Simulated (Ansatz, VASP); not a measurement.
W: VASP beside Ansatz

The input INCAR:

```
  PREC = Accurate
  ENCUT = 520
  EDIFF = 1E-7
  ISMEAR = -1
  SIGMA = 0.03
  LREAL = False
  LASPH = True
  NELM = 80
  ALGO = Normal
  ISIF = 2
  LWAVE = False
  LCHARG = True
  LELF = True
  LVHAR = True
  NBANDS = 13
```

File KPOINTS:

```
regular mesh
0
Gamma
  14 14 14
```

File POSCAR:

```
W
1.0
   -1.5973000000      1.5973000000      1.5973000000
    1.5973000000     -1.5973000000      1.5973000000
    1.5973000000      1.5973000000     -1.5973000000
W
1
Direct
    0.0000000000      0.0000000000      0.0000000000
```

Input for Ansatz:

```yaml
crystal:
  lattice:
    - [-1.5973, 1.5973, 1.5973]
    - [1.5973, -1.5973, 1.5973]
    - [1.5973, 1.5973, -1.5973]
  atoms:
    - { symbol: W, position: [0.0, 0.0, 0.0] }
kpoints:
  mp_grid: { grid: [14, 14, 14] }
  band_path:
    path:
      - [0.0, 0.0, 0.0]
      - [0.5, -0.5, 0.5]
      - [0.0, 0.0, 0.5]
      - [0.0, 0.0, 0.0]
      - [0.25, 0.25, 0.25]
      - [0.5, -0.5, 0.5]
      - [0.25, 0.25, 0.25]
      - [0.0, 0.0, 0.5]
    npoints: 5
scf:
  occupations: { method: fermi_dirac, width: 0.03 }
hamiltonian:
  xc: lda
  pseudopotentials: { kind: all_electron, lapw: { basis_error: 0.001 } }
output:
  forces: true
  stress: true
  eigenvalues: true
```

Alike in both runs: task single point; functional LDA; k mesh 14 × 14 × 14; occupations fermi-dirac, width 0.03 eV; no spin polarisation.

|  | VASP | Ansatz |
| --- | --- | --- |
| version | VASP 6.6.1 | Ansatz 0.2.0 |
| potentials or method | VASP PAW LDA potentials, release 64 (W_sv), cutoff 520 eV | all-electron LAPW, scalar-relativistic |

Ansatz gave:

| Item | Value |
| --- | --- |
| pressure (GPa) | -16.3 |

Problem. Which values does VASP return?

Solution. Pressure (GPa): -14.9.

LDA's correlation is that of Perdew and Zunger in VASP and of Perdew and Wang (1992) in Ansatz. Ansatz ran all-electron here, and VASP with PAW potentials.

Spin-orbit coupling is off throughout.
